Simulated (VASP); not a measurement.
# GaN (P6_3mc) in VASP: a series of runs

GaN is run at these levels: r2SCAN; tasks: single point.

All numbers are computed with VASP 6.6.1; they aren't measurements. Logs are shortened: lines on timing, memory, paths and dates and some standing lists are left out, and cuts for length are marked.

## (1) The cell of the first run

It takes space group P6_3mc (No. 186, hexagonal). The conventional cell has a = 3.100 Å, b = 3.100 Å, c = 5.166 Å, α = 90.00°, β = 90.00°, γ = 120.00°. Within 2.5 Å of Ga (site symmetry 3m) lie 4 N at 1.90 to 1.94 Å. N (site symmetry 3m) has 4 Ga at 1.90 to 1.94 Å within 2.5 Å.

## (2) Single point, r2SCAN (strain -0.025 along x and y, +0.000 along z)

File POSCAR:

```
GaN
1.0
    3.1004996690      0.0000000000      0.0000000000
   -1.5502498345      2.6851114777      0.0000000000
    0.0000000000      0.0000000000      5.1660000000
Ga N
2 2
Direct
    0.3333333333      0.6666666667      0.0000000000
    0.6666666667      0.3333333333      0.5000000000
    0.3333333333      0.6666666667      0.3750000000
    0.6666666667      0.3333333333      0.8750000000
```

File INCAR.step1:

```
SYSTEM = GaN
ALGO = Normal
EDIFF = 1E-4
ENCUT = 520
GGA = PE
ISMEAR = 0
LASPH = .TRUE.
LCHARG = .FALSE.
LREAL = .FALSE.
LWAVE = .TRUE.
NBANDS = 26
NELM = 80
PREC = Accurate
SIGMA = 0.05
```

File INCAR.step2:

```
SYSTEM = GaN
ALGO = Normal
EDIFF = 1E-6
ENCUT = 520
ISIF = 2
ISMEAR = 0
ISTART = 1
LASPH = .TRUE.
LCHARG = .FALSE.
LMIXTAU = .TRUE.
LREAL = .FALSE.
LWAVE = .FALSE.
METAGGA = R2SCAN
NBANDS = 26
NELM = 80
PREC = Accurate
SIGMA = 0.05
```

File KPOINTS:

```
k-points
0
G
  12 12 6
  0 0 0
```

Potentials or basis: VASP PAW PBE potentials, release 64 (Ga_d, N).

The run is started by

```sh
cat potpaw_PBE.64/Ga_d/POTCAR potpaw_PBE.64/N/POTCAR > POTCAR
cp INCAR.step1 INCAR
mpirun -np 1 vasp_std > vasp.out
cp INCAR.step2 INCAR
mpirun -np 1 vasp_std > vasp.out
```

OUTCAR:

```text
SYSTEM = GaN
   EDIFF = 1E-6
   ENCUT = 520
   ISIF = 2
   ISMEAR = 0
   ISTART = 1
   LASPH = .TRUE.
   LREAL = .FALSE.
   METAGGA = R2SCAN
   NELM = 80
   PREC = Accurate

 ion  position               nearest neighbor table
   1  0.333  0.667  0.000-   4 1.90   4 1.90   4 1.90   3 1.94
   2  0.667  0.333  0.500-   3 1.90   3 1.90   3 1.90   4 1.94
   3  0.333  0.667  0.375-   2 1.90   2 1.90   2 1.90   1 1.94
   4  0.667  0.333  0.875-   1 1.90   1 1.90   1 1.90   2 1.94

  LATTYP: Found a hexagonal cell.
 ALAT       =     3.1004996690
 C/A-ratio  =     1.6661830516

  Lattice vectors:

 A1 = (   3.1004996690,   0.0000000000,   0.0000000000)
 A2 = (  -1.5502498345,   2.6851114777,   0.0000000000)
 A3 = (   0.0000000000,   0.0000000000,   5.1660000000)

Analysis of symmetry for initial positions (statically):
=====================================================================
 Subroutine PRICEL returns:
 Original cell was already a primitive cell.

 Routine SETGRP: Setting up the symmetry group for a
 hexagonal supercell.

 Subroutine GETGRP returns: Found 12 space group operations
 (whereof  6 operations were pure point group operations)
 out of a pool of 24 trial point group operations.

The static configuration has the point symmetry C_3v.
 The point group associated with its full space group is C_6v.

Analysis of symmetry for dynamics (positions and initial velocities):
=====================================================================
 Subroutine PRICEL returns:
 Original cell was already a primitive cell.

 Routine SETGRP: Setting up the symmetry group for a
 hexagonal supercell.

 Subroutine GETGRP returns: Found 12 space group operations
 (whereof  6 operations were pure point group operations)
 out of a pool of 24 trial point group operations.

The dynamic configuration has the point symmetry C_3v.
 The point group associated with its full space group is C_6v.

 Subroutine INISYM returns: Found 12 space group operations
 (whereof  6 operations are pure point group operations),
 and found     1 'primitive' translations

----------------------------------------------------------------------------------------

                                     Primitive cell

  volume of cell :      43.0079

  direct lattice vectors                    reciprocal lattice vectors
     3.100499669  0.000000000  0.000000000     0.322528659  0.186212008  0.000000000
    -1.550249834  2.685111478  0.000000000     0.000000000  0.372424016  0.000000000
     0.000000000  0.000000000  5.166000000     0.000000000  0.000000000  0.193573364

  length of vectors
     3.100499669  3.100499669  5.166000000     0.372424016  0.372424016  0.193573364

  position of ions in fractional coordinates (direct lattice)
     0.333333333  0.666666667  0.000000000
     0.666666667  0.333333333  0.500000000
     0.333333333  0.666666667  0.375000000
     0.666666667  0.333333333  0.875000000

  ion indices of the primitive-cell ions
   primitive index   ion index
                 1           1
                 2           2
                 3           3
                 4           4

----------------------------------------------------------------------------------------

 KPOINTS: k-points

Automatic generation of k-mesh.
 Grid dimensions read from file:
 generate k-points for:   12   12    6

 Generating k-lattice:

  Cartesian coordinates                     Fractional coordinates (reciprocal lattice)
     0.026877388  0.015517667  0.000000000     0.083333333 -0.000000000  0.000000000
     0.000000000  0.031035335  0.000000000     0.000000000  0.083333333  0.000000000
     0.000000000  0.000000000  0.032262227     0.000000000  0.000000000  0.166666667

  Length of vectors
     0.031035335  0.031035335  0.032262227

  Shift w.r.t. Gamma in fractional coordinates (k-lattice)
     0.000000000  0.000000000  0.000000000

 Subroutine IBZKPT returns following result:
 ===========================================

 Found     76 irreducible k-points:

 Following reciprocal coordinates:
            Coordinates               Weight
  0.000000  0.000000  0.000000      1.000000
  0.083333 -0.000000  0.000000      6.000000
  0.166667  0.000000  0.000000      6.000000
  0.250000 -0.000000  0.000000      6.000000
  0.333333  0.000000  0.000000      6.000000
  0.416667 -0.000000  0.000000      6.000000
[... 16 lines left out ...]
  0.250000 -0.000000  0.166667     12.000000
  0.333333  0.000000  0.166667     12.000000
 [... further k-points ...]
   k-points           NKPTS =     76   k-points in BZ     NKDIM =     76   number of bands    NBANDS=     26
   number of dos      NEDOS =    301   number of ions     NIONS =      4
   total plane-waves  NPLWV =  23040
   dimension x,y,z NGX =    24 NGY =   24 NGZ =   40
   dimension x,y,z NGXF=    48 NGYF=   48 NGZF=   80
   ions per type =               2   2
   NGX,Y,Z   is equivalent  to a cutoff of  12.87, 12.87, 12.87 a.u.
   NGXF,Y,Z  is equivalent  to a cutoff of  25.74, 25.74, 25.74 a.u.
 SYSTEM =  GaN
   PREC   = accura    normal or accurate (medium, high low for compatibility)
   ISTART =      1    job   : 0-new  1-cont  2-samecut
   ICHARG =      0    charge: 1-file 2-atom 10-const
   ISPIN  =      1    spin polarized calculation?
   LNONCOLLINEAR =      F non collinear calculations
   LSORBIT =      F    spin-orbit coupling
   LASPH  =      T    aspherical Exc in radial PAW
   ENCUT  =  520.0 eV  38.22 Ry    6.18 a.u.   5.76  5.76  9.61*2*pi/ulx,y,z
   NELM   =     80;   NELMIN=  2; NELMDL=  0     # of ELM steps
   EDIFF  = 0.1E-05   stopping-criterion for ELM
   LREAL  =      F    real-space projection
   EDIFFG = 0.1E-04   stopping-criterion for IOM
   NSW    =      0    number of steps for IOM
   IBRION =     -1    ionic relax: 0-MD 1-quasi-New 2-CG
   NFREE  =      0    steps in history (QN), initial steepest desc. (CG)
   ISIF   =      2    stress and relaxation
   ISYM   =      2    0-nonsym 1-usesym 2-fastsym
   POTIM  = 0.5000    time-step for ionic-motion
   TEBEG  =    0.0;   TEEND  =   0.0 temperature during run
   PSTRESS=    0.0 pullay stress
   NELECT =      36.0000    total number of electrons
   NUPDOWN=      -1.0000    fix difference up-down
   EMIN   =  10.00;   EMAX   =-10.00  energy-range for DOS
   EFERMI =   0.00;   METHOD = LEGACY
   ISMEAR =     0;   SIGMA  =   0.05  broadening in eV -4-tet -1-fermi 0-gaus
   EFERMI_NEDOS =   21; number of points for ismear=-14 and -15
   IALGO  =     38    algorithm
   IMIX   =      4    mixing-type and parameters
     AMIX     =   0.40;   BMIX     =  1.00
     AMIX_MAG =   1.60;   BMIX_MAG =  1.00
  volume/ion in A,a.u.               =      10.75        72.56
  Fermi-wavevector in a.u.,A,eV,Ry     =   1.542859  2.915580 32.387491  2.380413
  Thomas-Fermi vector in A             =   2.648604
   LORBIT       =      0    0 simple, 1 ext, 2 COOP (PROOUT), +10 PAW based schemes
   METAGGA = R2SCAN    functional components
   LHFCALC =     F    Hartree Fock is set to
   AEXX    =    0.0000 exact exchange contribution
   IVDW    =     0    specifies the selected vdW correction
   LEPSILON=     F    determine dielectric tensor
   LRPA    =     F    only Hartree local field effects (RPA)
 non-spin polarized calculation
 Gauss-broadening in eV      SIGMA  =   0.05
  energy-cutoff  :      520.00
  volume of cell :       43.01
 maximum number of plane-waves:      1172
 NGX is ok and might be reduce to    24
   NGX = 11   NGY = 11   NGZ = 19

 number of electron      36.0000005 magnetization

 Free energy of the ion-electron system (eV)
  ---------------------------------------------------
  ext. energy  EPLUGINS =         0.00000000
  ---------------------------------------------------
  free energy    TOTEN  =       -43.69094396 eV

  energy without entropy =      -43.69094396  energy(sigma->0) =      -43.69094396

 E-fermi :   6.0643     XC(G=0): -12.9998

 val. band max:        5.7732372007   @ k =   0.0000   0.0000   0.0000
 cond. band min:       8.4110429645   @ k =   0.0000   0.0000   0.0000
 fundamental gap:      2.6378057638
 Fermi energy:         6.0642825920

 k-point     1 :       0.0000    0.0000    0.0000
  band No.  band energies     occupation
      1     -11.5860      2.00000
      2     -10.4367      2.00000
      3      -8.1573      2.00000
      4      -8.1411      2.00000
      5      -8.1411      2.00000
      6      -8.0652      2.00000
[... 18 lines left out ...]
     25      18.7963      0.00000
     26      18.7963      0.00000

 k-point     2 :       0.0833   -0.0000    0.0000
  band No.  band energies     occupation
      1     -11.5076      2.00000
      2     -10.4098      2.00000
      3      -8.1508      2.00000
      4      -8.1280      2.00000
      5      -8.1180      2.00000
      6      -8.0553      2.00000
[... 18 lines left out ...]
     25      18.3760      0.00000
     26      18.9671      0.00000

 k-point     3 :       0.1667    0.0000    0.0000
  band No.  band energies     occupation
      1     -11.2900      2.00000
      2     -10.3415      2.00000
      3      -8.1218      2.00000
      4      -8.0952      2.00000
      5      -8.0562      2.00000
      6      -8.0159      2.00000
[... 18 lines left out ...]
     25      18.2338      0.00000
     26      19.3482      0.00000

 k-point     4 :       0.2500   -0.0000    0.0000
  band No.  band energies     occupation
      1     -10.9894      2.00000
      2     -10.2617      2.00000
      3      -8.0892      2.00000
      4      -8.0604      2.00000
      5      -7.9848      2.00000
      6      -7.9352      2.00000
[... 18 lines left out ...]
     25      18.3076      0.00000
     26      19.4830      0.00000

 k-point     5 :       0.3333    0.0000    0.0000
  band No.  band energies     occupation
      1     -10.6945      2.00000
      2     -10.1994      2.00000
      3      -8.0720      2.00000
      4      -8.0397      2.00000
      5      -7.9366      2.00000
      6      -7.8727      2.00000
[... 18 lines left out ...]
     25      18.5181      0.00000
     26      20.0780      0.00000

 k-point     6 :       0.4167   -0.0000    0.0000
  band No.  band energies     occupation
      1     -10.4895      2.00000
      2     -10.1671      2.00000
      3      -8.0713      2.00000
      4      -8.0329      2.00000
      5      -7.9109      2.00000
      6      -7.8582      2.00000
[... 427 lines left out ...]
 k-point    21 :       0.0833   -0.0000    0.1667
  band No.  band energies     occupation
      1     -11.4240      2.00000
      2     -10.4627      2.00000
      3      -8.1391      2.00000
      4      -8.1248      2.00000
      5      -8.1053      2.00000
      6      -8.0623      2.00000
[... 18 lines left out ...]
     25      18.2213      0.00000
     26      18.6969      0.00000

 k-point    22 :       0.1667    0.0000    0.1667
  band No.  band energies     occupation
      1     -11.2138      2.00000
      2     -10.3840      2.00000
      3      -8.1151      2.00000
      4      -8.0904      2.00000
      5      -8.0515      2.00000
      6      -8.0138      2.00000
[... 18 lines left out ...]
     25      17.9116      0.00000
     26      19.1272      0.00000

 k-point    23 :       0.2500   -0.0000    0.1667
  band No.  band energies     occupation
      1     -10.9259      2.00000
      2     -10.2908      2.00000
      3      -8.0873      2.00000
      4      -8.0526      2.00000
      5      -7.9992      2.00000
      6      -7.9440      2.00000
[... 18 lines left out ...]
     25      18.0151      0.00000
     26      19.7216      0.00000

 k-point    24 :       0.3333    0.0000    0.1667
  band No.  band energies     occupation
      1     -10.6469      2.00000
      2     -10.2163      2.00000
      3      -8.0749      2.00000
      4      -8.0281      2.00000
      5      -7.9584      2.00000
      6      -7.8828      2.00000
[... 18 lines left out ...]
     25      18.2143      0.00000
     26      20.0929      0.00000

 [... further k-points ...]

------------------------ aborting loop because EDIFF is reached ----------------------------------------

  FORCE on cell =-STRESS in cart. coord.  units (eV):
  Direction    XX          YY          ZZ          XY          YZ          ZX
  --------------------------------------------------------------------------------------
  -------------------------------------------------------------------------------------
  Total        4.5541272      4.5541272      1.9937989      0.0000000      0.0000000      0.0000000
  in kB      169.6552603    169.6552603     74.2751480      0.0000000      0.0000000      0.0000000
  external PRESSURE =     137.8618895 kB  Pullay stress =       0.0000000 kB

 VOLUME and BASIS-vectors are now :
 -----------------------------------------------------------------------------
  energy-cutoff  :      520.00
  volume of cell :       43.01
      direct lattice vectors                 reciprocal lattice vectors
     3.100499669  0.000000000  0.000000000     0.322528659  0.186212008  0.000000000
    -1.550249834  2.685111478  0.000000000     0.000000000  0.372424016  0.000000000
     0.000000000  0.000000000  5.166000000     0.000000000  0.000000000  0.193573364

 POSITION                                       TOTAL-FORCE (eV/Angst)
 -----------------------------------------------------------------------------------
     -0.00000      1.79007      0.00000         0.000000     -0.000000      0.205539
      1.55025      0.89504      2.58300        -0.000000      0.000000      0.205539
     -0.00000      1.79007      1.93725         0.000000      0.000000     -0.205539
      1.55025      0.89504      4.52025        -0.000000      0.000000     -0.205539
 -----------------------------------------------------------------------------------
    total drift:                                0.000002      0.000003      0.048623

  FREE ENERGIE OF THE ION-ELECTRON SYSTEM (eV)
  ---------------------------------------------------
  free  energy   TOTEN  =       -43.6909439615 eV

  energy  without entropy=      -43.6909439615  energy(sigma->0) =      -43.69094396
```

Wall time 3.8 min (1 thread of Intel Xeon 6975P-C (Granite Rapids), shared host); peak memory 0.21 GiB.

Results:

```yaml
Free_energy: -43.6909 eV
Pressure: 13.8 GPa
Largest_force: 0.206 eV/Å
Band_gap_on_the_k_mesh: 2.64 eV
```

Forces on the atoms (eV/Å):
```
Ga   0.000  0.000  0.206
Ga   0.000  0.000  0.206
N    0.000  0.000 -0.206
N    0.000  0.000 -0.206
```

Stress tensor (GPa, compression positive):
```
16.97  0.00  0.00
 0.00 16.97  0.00
 0.00  0.00  7.43
```

Caveat: the cell differs from its parent crystal (strain -0.025 along x and y, +0.000 along z); the stress differs along the axes, from 7 to 17 GPa; the PAW data sets were made with another functional, which shifts forces and pressure a little.

## (3) Single point, r2SCAN (strain +0.000 along x and y, -0.025 along z)

File POSCAR:

```
GaN
1.0
    3.1799996605      0.0000000000      0.0000000000
   -1.5899998303      2.7539604900      0.0000000000
    0.0000000000      0.0000000000      5.0368500000
Ga N
2 2
Direct
    0.3333333333      0.6666666667      0.0000000000
    0.6666666667      0.3333333333      0.5000000000
    0.3333333333      0.6666666667      0.3750000000
    0.6666666667      0.3333333333      0.8750000000
```

File INCAR.step1:

```
SYSTEM = GaN
  PREC = Accurate
  ENCUT = 520
  ISMEAR = 0
  SIGMA = 0.05
  LREAL = .False.
  LASPH = .True.
  NELM = 80
  NBANDS = 26
  GGA = PE
  ALGO = Normal
  EDIFF = 1E-4
  LWAVE = .True.
  LCHARG = .False.
```

File INCAR.step2:

```
SYSTEM = GaN
  PREC = Accurate
  ENCUT = 520
  EDIFF = 1E-6
  ISMEAR = 0
  SIGMA = 0.05
  LREAL = .False.
  LASPH = .True.
  NELM = 80
  ALGO = Normal
  ISIF = 2
  LWAVE = .False.
  LCHARG = .False.
  METAGGA = R2SCAN
  LMIXTAU = .True.
  NBANDS = 26
  ISTART = 1
```

File KPOINTS:

```
regular mesh
0
Gamma
  12 12 6
  0 0 0
```

Potentials or basis: VASP PAW PBE potentials, release 64 (Ga_d, N).

The run is started by

```sh
cat potpaw_PBE.64/Ga_d/POTCAR potpaw_PBE.64/N/POTCAR > POTCAR
cp INCAR.step1 INCAR
mpirun -np 1 vasp_std > vasp.out
cp INCAR.step2 INCAR
mpirun -np 1 vasp_std > vasp.out
```

OUTCAR:

```text
SYSTEM = GaN
   PREC = Accurate
   ENCUT = 520
   EDIFF = 1E-6
   ISMEAR = 0
   LREAL = .False.
   LASPH = .True.
   NELM = 80
   ISIF = 2
   METAGGA = R2SCAN
   ISTART = 1

 ion  position               nearest neighbor table
   1  0.333  0.667  0.000-   3 1.89   4 1.94   4 1.94   4 1.94
   2  0.667  0.333  0.500-   4 1.89   3 1.94   3 1.94   3 1.94
   3  0.333  0.667  0.375-   1 1.89   2 1.94   2 1.94   2 1.94
   4  0.667  0.333  0.875-   2 1.89   1 1.94   1 1.94   1 1.94

  LATTYP: Found a hexagonal cell.
 ALAT       =     3.1799996605
[... 898 lines left out ...]
  --------------------------------------------------------------------------------------
  -------------------------------------------------------------------------------------
  Total        0.9254289      0.9254289      4.7429613     -0.0000000      0.0000000      0.0000000
  in kB       33.6131992     33.6131992    172.2726634     -0.0000000      0.0000000      0.0000000
  external PRESSURE =      79.8330206 kB  Pullay stress =       0.0000000 kB

 VOLUME and BASIS-vectors are now :
 -----------------------------------------------------------------------------
  energy-cutoff  :      520.00
  volume of cell :       44.11
      direct lattice vectors                 reciprocal lattice vectors
     3.179999661  0.000000000  0.000000000     0.314465442  0.181556708  0.000000000
    -1.589999830  2.753960490  0.000000000     0.000000000  0.363113416  0.000000000
     0.000000000  0.000000000  5.036850000     0.000000000  0.000000000  0.198536784

 POSITION                                       TOTAL-FORCE (eV/Angst)
 -----------------------------------------------------------------------------------
     -0.00000      1.83597      0.00000        -0.000000      0.000000     -0.530574
      1.59000      0.91799      2.51843         0.000000     -0.000000     -0.530574
     -0.00000      1.83597      1.88882         0.000000     -0.000000      0.530574
      1.59000      0.91799      4.40724         0.000000     -0.000000      0.530574
 -----------------------------------------------------------------------------------
    total drift:                                0.000002      0.000003      0.009369

  FREE ENERGIE OF THE ION-ELECTRON SYSTEM (eV)
  ---------------------------------------------------
  free  energy   TOTEN  =       -43.7443812253 eV

  energy  without entropy=      -43.7443812253  energy(sigma->0) =      -43.74438123
```

OSZICAR.step1:

```text
N       E                     dE             d eps       ncg     rms          rms(c)
DAV:   1     0.281105353090E+03    0.28111E+03   -0.17648E+04  4342   0.261E+03
DAV:   2     0.761466359977E+01   -0.27349E+03   -0.25782E+03  4256   0.489E+02
DAV:   3    -0.272144065094E+02   -0.34829E+02   -0.34361E+02  4732   0.143E+02
DAV:   4    -0.283066426701E+02   -0.10922E+01   -0.10880E+01  4650   0.275E+01
DAV:   5    -0.283297997608E+02   -0.23157E-01   -0.23131E-01  4880   0.386E+00    0.111E+01
DAV:   6    -0.240917272723E+02    0.42381E+01   -0.98855E+00  6540   0.506E+01    0.306E+00
DAV:   7    -0.241951038127E+02   -0.10338E+00   -0.15151E+00  4194   0.912E+00    0.275E+00
DAV:   8    -0.241894630165E+02    0.56408E-02   -0.13206E-01  6318   0.529E+00    0.712E-01
DAV:   9    -0.241762224715E+02    0.13241E-01   -0.47586E-02  6510   0.384E+00    0.310E-01
DAV:  10    -0.241768638846E+02   -0.64141E-03   -0.34283E-03  4188   0.451E-01    0.597E-02
DAV:  11    -0.241767823912E+02    0.81493E-04   -0.61515E-04  4934   0.461E-01
   1 F= -.24176782E+02 E0= -.24176782E+02  d E =-.216055E-17
```

Wall time 4 min (1 thread of Intel Xeon 6975P-C (Granite Rapids), shared host); peak memory 0.21 GiB.

What came out:

| Quantity | Value |
| --- | --- |
| Free energy | -43.7444 eV |
| Pressure | 8.0 GPa |
| Largest force | 0.531 eV/Å |
| Band gap on the k mesh | 2.59 eV |

Forces in eV/Å, atoms in the order of the input:
```
Ga   0.000  0.000 -0.531
Ga   0.000  0.000 -0.531
N    0.000  0.000  0.531
N    0.000  0.000  0.531
```

Stress tensor (GPa, compression positive):
```
 3.36  0.00  0.00
 0.00  3.36  0.00
 0.00  0.00 17.23
```

Caveat: the cell differs from its parent crystal (strain +0.000 along x and y, -0.025 along z); the stress differs along the axes, from 3 to 17 GPa; the PAW data sets were made with another functional, which shifts forces and pressure a little.

(Part 1 of 2 ends here.)
